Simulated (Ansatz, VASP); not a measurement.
Two plane-wave programs on Sc3SbP2

```
CELL_PARAMETERS angstrom
4.02104 0.00000 0.00000
0.00000 4.02104 0.00000
0.00000 0.00000 6.68874
ATOMIC_POSITIONS crystal
Sc 0.00000 0.00000 0.00000
Sc 0.50000 0.00000 0.67563
Sc 0.00000 0.50000 0.32437
Sb 0.50000 0.50000 0.00000
P 0.50000 0.00000 0.26714
P 0.00000 0.50000 0.73286
```

Change from the starting cell: species swapped into the Mn3CoAs2 type (P-4m2, No. 115).

Alike in both runs: task relaxation of cell and atoms; functional PBE; k mesh 4 × 4 × 4; occupations gaussian, width 0.1 eV; no spin polarisation.

|  | VASP | Ansatz |
| --- | --- | --- |
| version | VASP 6.6.1 | Ansatz 0.2.0 |
| potentials or method | VASP PAW PBE potentials, release 64 (Sc_sv, Sb, P), cutoff 600 eV | scalar-relativistic, plane waves, PAW |
| valence electrons in the cell | 48 | 58 |

|  | VASP | Ansatz | Ansatz less VASP |
| --- | --- | --- | --- |
| gap on the k mesh at the Fermi level, each at its own relaxed structure (eV) | none | none | - |
| relaxed volume (Å³/atom) | 19.81 | 19.83 | +0.017 |
| relaxed length of the cell vector where the two differ most in proportion (Å) | 7.759 | 7.775 | +0.0163 |

A gap of «none» marks a metal or a gap that the smearing closes. VASP's potentials hold 48 valence electrons a cell and Ansatz's 58, so a difference there can come from the potentials and not from the codes.

The k mesh is coarse, so the values compare programs but aren't converged. Spin-orbit coupling is off throughout.
